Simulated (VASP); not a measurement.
Here is a VASP 6.6.1 calculation.

INCAR

```
SYSTEM = Ba3B2
ALGO = Fast
EDIFF = 1E-6
ENCUT = 520
GGA = PE
ISIF = 2
ISMEAR = 0
LASPH = .TRUE.
LCHARG = .TRUE.
LELF = .TRUE.
LREAL = .FALSE.
LVHAR = .TRUE.
LWAVE = .FALSE.
NBANDS = 26
NELM = 60
PREC = Accurate
SIGMA = 0.1
```

Contents of KPOINTS:

```
k-points
0
G
  6 6 4
  0 0 0
```

Contents of POSCAR:

```
Ba3B2
1.0
    4.7549931700      0.0000000000      0.0000000000
   -2.3774965900      4.1179448800      0.0000000000
    0.0000000000      0.0000000000      5.8978280800
Ba B
3 2
Direct
    0.6666666700      0.3333333300      0.2422697800
    0.6666666700      0.3333333300      0.7577302200
    0.0000000000      0.0000000000      0.5000000000
    0.0000000000      0.0000000000      0.0000000000
    0.3333333300      0.6666666700      0.5000000000
```

Potentials or basis: VASP PAW PBE potentials, release 64 (Ba_sv, B).

Command:

```sh
$ cat potpaw_PBE.64/Ba_sv/POTCAR potpaw_PBE.64/B/POTCAR > POTCAR
$ mpirun -np 1 vasp_std > vasp.out
```

Predict the largest force.

0.611 eV/Å.

What does it give for the pressure?

17.3 GPa.

Stress tensor (GPa, compression positive):
```
11.27  0.00  0.00
 0.00 11.27  0.00
 0.00  0.00 29.24
```

Caveat: the stress differs along the axes, from 11 to 29 GPa.
